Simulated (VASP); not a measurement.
A run of VASP 6.6.1 is set up as follows.

Contents of INCAR:

```
ALGO = Normal
EDIFF = 1E-6
ENCUT = 500
GGA = PS
GGA_COMPAT = F
ISIF = 2
ISMEAR = 0
LASPH = T
LCHARG = F
LREAL = F
LWAVE = F
NBANDS = 15
NELM = 120
PREC = Accurate
SIGMA = 0.01
```

File KPOINTS:

```
k-points
0
Gamma
  8 8 8
```

POSCAR

```
CaS
1.0
    0.0000000000      2.8020983317      2.8020983317
    2.8020983317      0.0000000000      2.8020983317
    2.8020983317      2.8020983317      0.0000000000
Ca S
1 1
Direct
    0.0000000000      0.0000000000      0.0000000000
    0.5000000000      0.5000000000      0.5000000000
```

Potentials or basis: VASP PAW PBE potentials, release 64 (Ca_sv, S).

Command:

```console
$ cat potpaw_PBE.64/Ca_sv/POTCAR potpaw_PBE.64/S/POTCAR > POTCAR
$ mpirun -np 1 vasp_std > vasp.out
```

**Question.** Estimate the band gap on the k mesh.

**Answer.** 2.11 eV, indirect (least direct gap 2.97 eV).

**Question.** Estimate the pressure.

**Answer.** 1.2 GPa.

Caveat: the PAW data sets were made with another functional, which shifts forces and pressure a little. A k mesh can miss the band edges.
